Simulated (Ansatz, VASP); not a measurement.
**One calculation of AlSn, two programs**

```
CELL_PARAMETERS angstrom
3.97829 0.00000 0.00000
-1.98915 3.44530 0.00000
0.00000 0.00000 3.13370
ATOMIC_POSITIONS crystal
Al 0.00000 0.00000 0.00000
Sn 0.33333 0.66667 0.50000
```

Alike in both runs: task single point; functional r2SCAN; k mesh 3 × 3 × 2; no spin polarisation.

```csv
,VASP,Ansatz
version,VASP 6.6.1,Ansatz 0.2.0
potentials or method,"VASP PAW PBE potentials, release 64 (Al, Sn_d)","scalar-relativistic, plane waves, norm-conserving potentials"
plane-wave cutoff (eV),520,1220
occupations,"fermi-dirac, width 0.1 eV",fermi-dirac
valence electrons in the cell,17,17
```

|  | VASP | Ansatz | Ansatz less VASP |
| --- | --- | --- | --- |
| gap on the k mesh at the Fermi level (eV) | none | none | - |
| pressure (GPa) | 10.0 | 10.1 | +0.07 |
| traceless stress, the component that is largest in VASP (GPa) | -4.34 | -4.31 | +0.027 |

VASP's potentials were made for PBE, not for r2SCAN. A gap of «none» marks a metal or a gap that the smearing closes.

The k mesh is coarse, so the values compare programs but aren't converged.
